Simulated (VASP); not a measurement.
A run of VASP 6.6.1:

Contents of INCAR:

```
ALGO = Normal
EDIFF = 1E-7
EDIFFG = -0.005
ENCUT = 600
GGA = PE
IBRION = 2
ISIF = 3
ISMEAR = -1
IVDW = 12
LASPH = T
LCHARG = F
LREAL = F
LWAVE = F
NELM = 100
NSW = 80
PREC = Accurate
SIGMA = 0.02
```

KPOINTS

```
k-points
0
Gamma
  8 8 8
```

The input POSCAR:

```
WS2
1.0
    1.5790000000      0.9116360751      6.1633333333
   -1.5790000000      0.9116360751      6.1633333333
    0.0000000000     -1.8232721501      6.1633333333
W S
1 2
Direct
    0.0000000000      0.0000000000      0.0000000000
    0.2497000000      0.2497000000      0.2497000000
    0.4190000000      0.4190000000      0.4190000000
```

Potentials or basis: VASP PAW PBE potentials, release 64 (W_sv, S).

Launch:

```sh
$ cat potpaw_PBE.64/W_sv/POTCAR potpaw_PBE.64/S/POTCAR > POTCAR
$ mpirun -np 1 vasp_std > vasp.out
```

Hardware: 1 thread of Intel(R) Xeon(R) 6975P-C (Granite Rapids), on a shared host.

Question: Estimate the wall time of this run.

Answer: Wall time 22 min on 1 thread of Intel(R) Xeon(R) 6975P-C (Granite Rapids), with other jobs on the host, peak memory 0.5 GiB. Counts: scf iterations 149, k points 65, ion steps 19.
